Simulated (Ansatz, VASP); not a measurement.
**Two plane-wave programs on GaP**

Contents of INCAR:

```
PREC = Accurate
ENCUT = 520
EDIFF = 1E-7
ISMEAR = 0
SIGMA = 0.05
LREAL = F
LASPH = T
NELM = 60
ALGO = Normal
ISIF = 2
LWAVE = F
LCHARG = F
GGA = PE
NBANDS = 16
```

File KPOINTS:

```
Automatic mesh
0
Gamma
  4 4 4
```

File POSCAR:

```
GaP
1.0
    0.0000000000      2.7252500963      2.7252500963
    2.7252500963      0.0000000000      2.7252500963
    2.7252500963      2.7252500963      0.0000000000
Ga P
1 1
Direct
    0.0000000000      0.0000000000      0.0000000000
    0.7500000000      0.7500000000      0.7500000000
```

Input for Ansatz:

```yaml
crystal:
  lattice:
    - [0.0, 2.7252500963, 2.7252500963]
    - [2.7252500963, 0.0, 2.7252500963]
    - [2.7252500963, 2.7252500963, 0.0]
  atoms:
    - { symbol: Ga, position: [0.0, 0.0, 0.0] }
    - { symbol: P, position: [0.75, 0.75, 0.75] }
basis:
  ecutwfc: 420
  ecutrho_ratio: 4
kpoints:
  mp_grid: { grid: [4, 4, 4] }
hamiltonian:
  xc: pbe
scf:
  occupations: { method: gaussian, width: 0.05 }
output:
  forces: true
  stress: true
  eigenvalues: true
  populations: true
  write_density: true
  write_potential: true
  elf: true
  volumetric_format: npy
```

Alike in both runs: task single point; functional PBE; k mesh 4 × 4 × 4; occupations gaussian, width 0.05 eV; no spin polarisation.

```csv
,VASP,Ansatz
version,VASP 6.6.1,Ansatz 0.2.0
potentials or method,"VASP PAW PBE potentials, release 64 (Ga_d, P), cutoff 520 eV","scalar-relativistic, plane waves, PAW"
valence electrons in the cell,18,18
```

|  | VASP | Ansatz | Ansatz less VASP |
| --- | --- | --- | --- |
| gap on the k mesh at the Fermi level (eV) | 1.63 | 1.63 | 0.000 |
| least direct gap on the mesh (eV) | 1.82 | 1.82 | +0.002 |
| pressure (GPa) | 2.9 | 2.9 | +0.03 |

The k mesh is coarse, so the values compare programs but aren't converged.
